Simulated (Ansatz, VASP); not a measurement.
# Two plane-wave programs on Ge

```
Ge
1.0
     0.00000    2.81091    2.84830
     2.81091    0.00000    2.84830
     2.81091    2.81091    0.00000
Ge
2
Cartesian
  2.8109 2.8109 2.8483
  4.2164 4.2164 4.2724
```

Change from the starting cell: engineering shear strain xy +0.0000, normal strain along z +0.0133.

Alike in both runs: task single point; functional LDA; k mesh 14 × 14 × 14; occupations gaussian, width 0.15 eV; no spin polarisation.

|  | VASP | Ansatz |
| --- | --- | --- |
| version | VASP 6.6.1 | Ansatz 0.2.0 |
| potentials or method | VASP PAW LDA potentials, release 64 (Ge_d), cutoff 520 eV | scalar-relativistic, plane waves, PAW |
| valence electrons in the cell | 28 | 28 |

|  | VASP | Ansatz | Ansatz less VASP |
| --- | --- | --- | --- |
| gap on the k mesh at the Fermi level (eV) | none | none | - |
| pressure (GPa) | -0.7 | -0.9 | -0.20 |
| traceless stress, the component that is largest in VASP (GPa) | -0.66 | -0.66 | +0.001 |

LDA's correlation is that of Perdew and Zunger in VASP and of Perdew and Wang (1992) in Ansatz. A gap of «none» marks a metal or a gap that the smearing closes.
